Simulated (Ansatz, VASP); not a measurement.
# Se: VASP beside Ansatz

File INCAR:

```
PREC = Accurate
ENCUT = 520
EDIFF = 1E-6
ISMEAR = -1
SIGMA = 0.1
LREAL = F
LASPH = T
NELM = 80
ALGO = Normal
ISIF = 2
LWAVE = F
LCHARG = T
GGA = PS
LELF = T
LVHAR = T
NBANDS = 13
```

KPOINTS

```
regular mesh
0
Gamma
  12 12 9
```

File POSCAR:

```
Se
1.0
    3.5606106749      0.0000000000      0.0000000000
   -1.7803053375      3.0835792974      0.0000000000
    0.0000000000      0.0000000000      3.8294961084
Se
2
Direct
    0.3333333333      0.6666666667      0.2500000000
    0.6666666667      0.3333333333      0.7500000000
```

Input for Ansatz:

```yaml
crystal:
  lattice:
    - [3.5606106749, 0.0, 0.0]
    - [-1.7803053375, 3.0835792974, 0.0]
    - [0.0, 0.0, 3.8294961084]
  atoms:
    - { symbol: Se, position: [0.3333333333, 0.6666666667, 0.25] }
    - { symbol: Se, position: [0.6666666667, 0.3333333333, 0.75] }
hamiltonian:
  xc: pbesol
  pseudopotentials:
    kind: paw
    azcp:
      Se: "pseudopotentials/Se.paw.azcp"
basis:
  ecutwfc: 420
  fft_grid_basis: typed
kpoints:
  mp_grid: { grid: [12, 12, 9], shift: [0, 0, 0] }
magnetization:
  spin_polarized: false
scf:
  occupations: { method: fermi_dirac, width: 0.1 }
  lower_state_search: "off"
output:
  stress: true
```

Alike in both runs: task single point; functional PBEsol; k mesh 12 × 12 × 9; occupations fermi-dirac, width 0.1 eV; no spin polarisation.

|  | VASP | Ansatz |
| --- | --- | --- |
| version | VASP 6.6.1 | Ansatz 0.2.0 |
| potentials or method | VASP PAW PBE potentials, release 64 (Se), cutoff 520 eV | plane waves (420 eV) with PAW, scalar-relativistic |
| valence electrons in the cell | 12 | 32 |

Ansatz gave:

- pressure (GPa): -0.2
- traceless stress, the component that is largest in VASP (GPa): -0.46

Estimate VASP's values.

pressure (GPa): -0.1; traceless stress, the component that is largest in VASP (GPa): -0.42.

VASP's potentials were made for PBE, not for PBEsol, and Ansatz warns of the same on its side. VASP's potentials hold 12 valence electrons a cell and Ansatz's 32, so a difference there can come from the potentials and not from the codes.
